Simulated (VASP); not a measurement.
# Zr3S2 (R32) in VASP: a series of runs, part 2 of 2

VASP 6.6.1. The steps go on from the part before.

### Step 3. Single point, PBE

This run uses another cell than the first one, of the same volume but with other edges.

Input file INCAR:

```
SYSTEM = Zr3S2
ALGO = Fast
EDIFF = 1E-6
ENCUT = 520
GGA = PE
ISIF = 2
ISMEAR = 0
LASPH = .True.
LCHARG = .True.
LELF = .True.
LREAL = .False.
LVHAR = .True.
LWAVE = .False.
NBANDS = 32
NELM = 80
PREC = Accurate
SIGMA = 0.15
```

Input file KPOINTS:

```
k-points
0
Gamma
  12 12 12
  0 0 0
```

Input file POSCAR:

```
Zr3S2
1.0
    2.6527677423      1.5315761702      4.1456074582
   -2.6527677423      1.5315761702      4.1456074582
    0.0000000000     -3.0631523403      4.1456074582
Zr S
3 2
Direct
    0.1621066356      0.8378933644      0.5000000000
    0.5000000000      0.1621066356      0.8378933644
    0.8378933644      0.5000000000      0.1621066356
    0.3347765468      0.3347765468      0.3347765468
    0.6652234532      0.6652234532      0.6652234532
```

Potentials or basis: VASP PAW PBE potentials, release 64 (Zr_sv, S).

On the command line:

```sh
$ cat potpaw_PBE.64/Zr_sv/POTCAR potpaw_PBE.64/S/POTCAR > POTCAR
$ mpirun -np 1 vasp_std > vasp.out
```

OUTCAR:

```text
SYSTEM = Zr3S2
   EDIFF = 1E-6
   ENCUT = 520
   GGA = PE
   ISIF = 2
   ISMEAR = 0
   LASPH = .True.
   LREAL = .False.
   NELM = 80
   PREC = Accurate

 ion  position               nearest neighbor table
   1  0.162  0.838  0.500-   5 2.73   4 2.73   5 2.73   4 2.73   3 3.04   2 3.04   3 3.04   2 3.04
                             3 3.11   2 3.11
   2  0.500  0.162  0.838-   4 2.73   5 2.73   5 2.73   4 2.73   3 3.04   3 3.04   1 3.04   1 3.04
                             1 3.11   3 3.11
   3  0.838  0.500  0.162-   5 2.73   4 2.73   4 2.73   5 2.73   2 3.04   2 3.04   1 3.04   1 3.04
                             1 3.11   2 3.11
   4  0.335  0.335  0.335-   1 2.73   2 2.73   3 2.73   3 2.73   2 2.73   1 2.73
   5  0.665  0.665  0.665-   1 2.73   3 2.73   2 2.73   2 2.73   3 2.73   1 2.73

  LATTYP: Found a trigonal (rhomboedric) cell.
 ALAT       =     5.1545090413
 COS(alpha) =     0.4702708891

  Lattice vectors:

 A1 = (   2.6527677423,   1.5315761702,   4.1456074582)
 A2 = (  -2.6527677423,   1.5315761702,   4.1456074582)
 A3 = (   0.0000000000,  -3.0631523403,   4.1456074582)

Analysis of symmetry for initial positions (statically):
=====================================================================
 Subroutine PRICEL returns:
 Original cell was already a primitive cell.

 Routine SETGRP: Setting up the symmetry group for a
 trigonal (rhombohedral) supercell.

 Subroutine GETGRP returns: Found  6 space group operations
 (whereof  6 operations were pure point group operations)
 out of a pool of 12 trial point group operations.

The static configuration has the point symmetry D_3 .

Analysis of symmetry for dynamics (positions and initial velocities):
=====================================================================
 Subroutine PRICEL returns:
 Original cell was already a primitive cell.

 Routine SETGRP: Setting up the symmetry group for a
 trigonal (rhombohedral) supercell.

 Subroutine GETGRP returns: Found  6 space group operations
 (whereof  6 operations were pure point group operations)
 out of a pool of 12 trial point group operations.

The dynamic configuration has the point symmetry D_3 .

 Subroutine INISYM returns: Found  6 space group operations
 (whereof  6 operations are pure point group operations),
 and found     1 'primitive' translations

----------------------------------------------------------------------------------------

                                     Primitive cell

  volume of cell :     101.0595

  direct lattice vectors                    reciprocal lattice vectors
     2.652767742  1.531576170  4.145607458     0.188482388  0.108820358  0.080406391
    -2.652767742  1.531576170  4.145607458    -0.188482388  0.108820358  0.080406391
     0.000000000 -3.063152340  4.145607458     0.000000000 -0.217640715  0.080406391

  length of vectors
     5.154509041  5.154509041  5.154509041     0.232018682  0.232018682  0.232018682

  position of ions in fractional coordinates (direct lattice)
     0.162106636  0.837893364  0.500000000
     0.500000000  0.162106636  0.837893364
     0.837893364  0.500000000  0.162106636
     0.334776547  0.334776547  0.334776547
     0.665223453  0.665223453  0.665223453

[... 25 lines left out ...]

  Shift w.r.t. Gamma in fractional coordinates (k-lattice)
     0.000000000  0.000000000  0.000000000

 Subroutine IBZKPT returns following result:
 ===========================================

 Found    189 irreducible k-points:

 Following reciprocal coordinates:
            Coordinates               Weight
  0.000000  0.000000  0.000000      1.000000
  0.083333  0.000000  0.000000      6.000000
  0.166667  0.000000  0.000000      6.000000
  0.250000  0.000000  0.000000      6.000000
  0.333333 -0.000000  0.000000      6.000000
  0.416667  0.000000  0.000000      6.000000
[... 16 lines left out ...]
  0.500000  0.166667  0.000000     12.000000
 -0.416667  0.166667 -0.000000     12.000000
 [... further k-points ...]
   k-points           NKPTS =    189   k-points in BZ     NKDIM =    189   number of bands    NBANDS=     32
   number of dos      NEDOS =    301   number of ions     NIONS =      5
   total plane-waves  NPLWV =  64000
   dimension x,y,z NGX =    40 NGY =   40 NGZ =   40
   dimension x,y,z NGXF=    80 NGYF=   80 NGZF=   80
   ions per type =               3   2
   NGX,Y,Z   is equivalent  to a cutoff of  12.90, 12.90, 12.90 a.u.
   NGXF,Y,Z  is equivalent  to a cutoff of  25.80, 25.80, 25.80 a.u.
 SYSTEM =  Zr3S2
   PREC   = accura    normal or accurate (medium, high low for compatibility)
   ISTART =      0    job   : 0-new  1-cont  2-samecut
   ICHARG =      2    charge: 1-file 2-atom 10-const
   ISPIN  =      1    spin polarized calculation?
   LNONCOLLINEAR =      F non collinear calculations
   LSORBIT =      F    spin-orbit coupling
   LASPH  =      T    aspherical Exc in radial PAW
   ENCUT  =  520.0 eV  38.22 Ry    6.18 a.u.   9.58  9.58  9.58*2*pi/ulx,y,z
   NELM   =     80;   NELMIN=  2; NELMDL= -5     # of ELM steps
   EDIFF  = 0.1E-05   stopping-criterion for ELM
   LREAL  =      F    real-space projection
   EDIFFG = 0.1E-04   stopping-criterion for IOM
   NSW    =      0    number of steps for IOM
   IBRION =     -1    ionic relax: 0-MD 1-quasi-New 2-CG
   NFREE  =      0    steps in history (QN), initial steepest desc. (CG)
   ISIF   =      2    stress and relaxation
   ISYM   =      2    0-nonsym 1-usesym 2-fastsym
   POTIM  = 0.5000    time-step for ionic-motion
   TEBEG  =    0.0;   TEEND  =   0.0 temperature during run
   PSTRESS=    0.0 pullay stress
   NELECT =      48.0000    total number of electrons
   NUPDOWN=      -1.0000    fix difference up-down
   EMIN   =  10.00;   EMAX   =-10.00  energy-range for DOS
   EFERMI =   0.00;   METHOD = LEGACY
   ISMEAR =     0;   SIGMA  =   0.15  broadening in eV -4-tet -1-fermi 0-gaus
   EFERMI_NEDOS =   21; number of points for ismear=-14 and -15
   IALGO  =     68    algorithm
   IMIX   =      4    mixing-type and parameters
     AMIX     =   0.40;   BMIX     =  1.00
     AMIX_MAG =   1.60;   BMIX_MAG =  1.00
  volume/ion in A,a.u.               =      20.21       136.40
  Fermi-wavevector in a.u.,A,eV,Ry     =   1.277310  2.413765 22.198173  1.631520
  Thomas-Fermi vector in A             =   2.409916
   LORBIT       =      0    0 simple, 1 ext, 2 COOP (PROOUT), +10 PAW based schemes
   GGA     = PE    functional components
   LHFCALC =     F    Hartree Fock is set to
   AEXX    =    0.0000 exact exchange contribution
   IVDW    =     0    specifies the selected vdW correction
   LEPSILON=     F    determine dielectric tensor
   LRPA    =     F    only Hartree local field effects (RPA)
 non-spin polarized calculation
 RMM-DIIS sequential band-by-band and
 Gauss-broadening in eV      SIGMA  =   0.15
  energy-cutoff  :      520.00
  volume of cell :      101.06
 maximum number of plane-waves:      2749
   NGX = 19   NGY = 19   NGZ = 19

 number of electron      47.9999998 magnetization

 Free energy of the ion-electron system (eV)
  ---------------------------------------------------
  ext. energy  EPLUGINS =         0.00000000
  ---------------------------------------------------
  free energy    TOTEN  =       -37.65122614 eV

  energy without entropy =      -37.61075716  energy(sigma->0) =      -37.63099165

 E-fermi :   8.8360     XC(G=0): -10.9151

 val. band max:        8.8354939467   @ k =  -0.4167   0.4167   0.0833
 cond. band min:       8.8392933368   @ k =   0.5000   0.5000   0.1667
 fundamental gap:      0.0037993901
 Fermi energy:         8.8359936740

 k-point     1 :       0.0000    0.0000    0.0000
  band No.  band energies     occupation
      1     -40.2070      2.00000
      2     -40.0246      2.00000
      3     -40.0246      2.00000
      4     -18.4750      2.00000
      5     -18.3892      2.00000
      6     -18.3847      2.00000
[... 829 lines left out ...]
     31      11.8708      0.00000
     32      12.2661      0.00000

 [... further k-points ...]
[... 5 lines left out ...]
  --------------------------------------------------------------------------------------
  -------------------------------------------------------------------------------------
  Total        6.9566541      6.9566541    -11.8690739      0.0000000     -0.0000000      0.0000000
  in kB      110.2893907    110.2893907   -188.1699031      0.0000000     -0.0000000      0.0000000
  external PRESSURE =      10.8029595 kB  Pullay stress =       0.0000000 kB

 VOLUME and BASIS-vectors are now :
 -----------------------------------------------------------------------------
  energy-cutoff  :      520.00
  volume of cell :      101.06
      direct lattice vectors                 reciprocal lattice vectors
     2.652767742  1.531576170  4.145607458     0.188482388  0.108820358  0.080406391
    -2.652767742  1.531576170  4.145607458    -0.188482388  0.108820358  0.080406391
     0.000000000 -3.063152340  4.145607458     0.000000000 -0.217640715  0.080406391

 POSITION                                       TOTAL-FORCE (eV/Angst)
 -----------------------------------------------------------------------------------
     -1.79271      0.00000      6.21841         0.231577     -0.000000      0.000000
      0.89635     -1.55253      6.21841        -0.115789      0.200552      0.000000
      0.89635      1.55253      6.21841        -0.115789     -0.200552      0.000000
      0.00000      0.00000      4.16356        -0.000000     -0.000000     -0.221207
      0.00000      0.00000      8.27327        -0.000000      0.000000      0.221207
 -----------------------------------------------------------------------------------
    total drift:                               -0.000000      0.000000     -0.000000

  FREE ENERGIE OF THE ION-ELECTRON SYSTEM (eV)
  ---------------------------------------------------
  free  energy   TOTEN  =       -37.6512261415 eV

  energy  without entropy=      -37.6107571594  energy(sigma->0) =      -37.63099165
```

OSZICAR:

```text
N       E                     dE             d eps       ncg     rms          rms(c)
DAV:   1     0.445047742969E+03    0.44505E+03   -0.24913E+04 12128   0.146E+03
DAV:   2    -0.132800285247E+00   -0.44518E+03   -0.42860E+03 13904   0.410E+02
DAV:   3    -0.365555146746E+02   -0.36423E+02   -0.35319E+02 20160   0.901E+01
[... 12 lines left out ...]
RMM:  16    -0.376512165712E+02   -0.79092E-05   -0.10638E-04 21587   0.382E-02    0.974E-03
RMM:  17    -0.376512222497E+02   -0.56785E-05   -0.55841E-05 21134   0.249E-02    0.499E-03
RMM:  18    -0.376512245736E+02   -0.23239E-05   -0.19283E-05 18844   0.165E-02    0.282E-03
RMM:  19    -0.376512259315E+02   -0.13579E-05   -0.87633E-06 16144   0.121E-02    0.189E-03
RMM:  20    -0.376512261415E+02   -0.21005E-06   -0.47167E-06 15026   0.966E-03
   1 F= -.37651226E+02 E0= -.37630992E+02  d E =-.404690E-01
```

It took 25 min on 1 thread of Oxide Virtual Turin-like, shared host; peak memory 0.56 GiB.

What came out:

```yaml
Free_energy: -37.6512 eV
Pressure: 1.1 GPa
Largest_force: 0.232 eV/Å
Band_gap_on_the_k_mesh: zero (bands 24 and 25 overlap by 0.74 eV)
```

Forces in eV/Å, atoms in the order of the input:
```
Zr   0.232  0.000  0.000
Zr  -0.116  0.201  0.000
Zr  -0.116 -0.201  0.000
S    0.000  0.000 -0.221
S    0.000  0.000  0.221
```

Stress tensor (GPa, compression positive):
```
 11.03   0.00   0.00
  0.00  11.03   0.00
  0.00   0.00 -18.82
```

Caveat: the stress differs along the axes, from -19 to 11 GPa.
